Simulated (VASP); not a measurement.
Input of a VASP 6.6.1 run:

Contents of INCAR:

```
  PREC = Accurate
  ENCUT = 600
  EDIFF = 1E-7
  ISMEAR = -1
  SIGMA = 0.02
  LREAL = False
  LASPH = True
  NELM = 80
  ALGO = Normal
  ISIF = 3
  LWAVE = False
  LCHARG = False
  GGA = CA
  IBRION = 2
  NSW = 80
  EDIFFG = -0.005
```

File KPOINTS:

```
regular mesh
0
Gamma
  8 8 8
```

The input POSCAR:

```
BP
1.0
    0.0000000000      2.2742185874      2.2742185874
    2.2742185874      0.0000000000      2.2742185874
    2.2742185874      2.2742185874      0.0000000000
B P
1 1
Direct
    0.0000000000      0.0000000000      0.0000000000
    0.2500000000      0.2500000000      0.2500000000
```

Potentials or basis: VASP PAW LDA potentials, release 64 (B, P).

Command:

```console
$ cat potpaw_LDA.64/B/POTCAR potpaw_LDA.64/P/POTCAR > POTCAR
$ mpirun -np 1 vasp_std > vasp.out
```

(1) What does it give for the space group after relaxing (to 0.05 Å)?

(2) Predict the band gap on the k mesh.

(3) Estimate the relaxed cell.

Answers

(1) F-43m (No. 216).

(2) 1.18 eV, indirect (least direct gap 3.43 eV).

(3) a = 3.175 Å, b = 3.175 Å, c = 3.175 Å, α = 60.00°, β = 60.00°, γ = 60.00°.
